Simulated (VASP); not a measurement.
The system is TiRh.

```xyz
2
Lattice="2.2387 0.0000 0.0000 0.0000 2.2387 0.0000 0.0000 0.0000 2.9840" Properties=species:S:1:pos:R:3 pbc="T T T"
Ti    1.1193    1.1193    1.4920
Rh    0.0000    0.0000    0.0000
```

This cell differs from its parent crystal: volume scaled by 0.5.

Base run:

```yaml
Program: VASP 6.6.1
Functional: LDA
Potentials_or_basis: VASP PAW LDA potentials, release 64 (Ti_sv, Rh_pv)
Cutoff: 520 eV
k_mesh: 12 × 12 × 11
Occupations: fermi-dirac, width 0.05 eV
Spin: no spin polarisation
```

Its results: pressure 511.1 GPa.

**Question.** The run is repeated on the same cell with these changes: potentials or basis from VASP PAW LDA potentials, release 64 (Ti_sv, Rh_pv) to VASP PAW LDA potentials, release 64 (Ti_sv, Rh_sv_GW); cutoff from 520 eV to 460 eV; further incar settings from ALGO = Normal; EDIFF = 1e-08; NBANDS = 20 to ALGO = Normal; EDIFF = 1e-08; NBANDS = 22; valence electrons from 27 to 29. What comes out?

**Answer.** Pressure 503.7 GPa.
